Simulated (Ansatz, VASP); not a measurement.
# One calculation of Mo, two programs

INCAR

```
SYSTEM = Mo
PREC     = Accurate       ! precision mode
ENCUT    = 520            ! plane-wave cutoff, eV
EDIFF    = 1E-6           ! SCF threshold, eV
ISMEAR   = 0              ! smearing method
SIGMA    = 0.15           ! smearing width, eV
LREAL    = .False.        ! projectors in reciprocal space
LASPH    = .True.         ! aspherical terms in the spheres
NELM     = 60             ! most SCF steps
ALGO     = Normal         ! electronic algorithm
ISIF     = 2              ! what is computed and relaxed
LWAVE    = .False.        ! write WAVECAR
LCHARG   = .False.        ! write CHGCAR
GGA      = PE             ! functional
NBANDS   = 13             ! bands
```

Contents of KPOINTS:

```
regular mesh
0
Gamma
  20 20 20
  0 0 0
```

The input POSCAR:

```
Mo
1.0
   -1.6381344772      1.6381344772      1.4643893503
    1.6381344772     -1.6381344772      1.4643893503
    1.6381344772      1.6381344772     -1.4643893503
Mo
1
Direct
    0.0000000000      0.0000000000      0.0000000000
```

Input for Ansatz:

```yaml
crystal:
  lattice:
    - [-1.6381344772, 1.6381344772, 1.4643893503]
    - [1.6381344772, -1.6381344772, 1.4643893503]
    - [1.6381344772, 1.6381344772, -1.4643893503]
  atoms:
    - { symbol: Mo, position: [0.0, 0.0, 0.0] }
basis:
  ecutwfc: 420
kpoints:
  mp_grid: { grid: [20, 20, 20] }
hamiltonian:
  xc: pbe
scf:
  occupations: { method: gaussian, width: 0.15 }
output:
  forces: true
  stress: true
  eigenvalues: true
```

Change from the starting cell: strain +e along x and -e along y +0.0000, strain +e along z and -e/2 along x and y -0.0733.

Alike in both runs: task single point; functional PBE; k mesh 20 × 20 × 20; occupations gaussian, width 0.15 eV; no spin polarisation.

|  | VASP | Ansatz |
| --- | --- | --- |
| version | VASP 6.6.1 | Ansatz 0.2.0 |
| potentials or method | VASP PAW PBE potentials, release 64 (Mo_sv), cutoff 520 eV | scalar-relativistic, plane waves, PAW |
| valence electrons in the cell | 14 | 14 |

|  | VASP | Ansatz | Ansatz less VASP |
| --- | --- | --- | --- |
| gap on the k mesh at the Fermi level (eV) | none | none | - |
| pressure (GPa) | 3.3 | 2.8 | -0.51 |
| traceless stress, the component that is largest in VASP (GPa) | 20.71 | 20.72 | +0.018 |

A gap of «none» marks a metal or a gap that the smearing closes.
